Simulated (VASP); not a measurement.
## W: single point with LDA

W:

```
W
1.0
    -1.56756    1.56756    1.56756
     1.56756   -1.56756    1.56756
     1.56756    1.56756   -1.56756
W
1
Direct
  0.00000 0.00000 0.00000
```

| Quantity | Value |
| --- | --- |
| Program | VASP 6.6.1 |
| Task | single point |
| Functional | LDA |
| Potentials or basis | VASP PAW LDA potentials, release 64 (W_sv) |
| Cutoff | 520 eV |
| k mesh | 24 × 24 × 24 |
| Occupations | fermi-dirac, width 0.1 eV |
| Spin | no spin polarisation |
| Dipole correction | no |
| Further INCAR settings | ALGO = Normal; EDIFF = 1e-07; NBANDS = 13 |

```
Pressure               : 2.0 GPa
Band gap on the k mesh : zero (band 7 reaches 17.09 eV, above the bottom of band 8 at 10.43 eV)
```

Levels at points of the mesh, in eV from the Fermi level:
```
           k point  band 3  band 4  band 5  band 6  band 7  band 8  band 9  band 10  band 11  band 12
(0.00, 0.00, 0.00)  -37.52  -37.52   -9.74   -1.35   -1.35   -1.35    2.21     2.21    14.60    14.60
(0.50, 0.00, 0.00)  -37.98  -37.53   -6.49   -3.77    0.90    2.14    3.13     6.35    11.52    11.59
(0.50, 0.50, 0.50)  -38.52  -38.52   -6.12   -6.12    5.31    5.31    5.31     8.55     8.55     8.55
```

It took 58 s on 1 thread of Intel(R) Xeon(R) Platinum 8259CL CPU @ 2.50GHz (Skylake/Cascade Lake), with other jobs on the host, peak memory 0.18 GiB.

Caveat: spin-orbit coupling is left out, which moves the levels of the heavy elements.
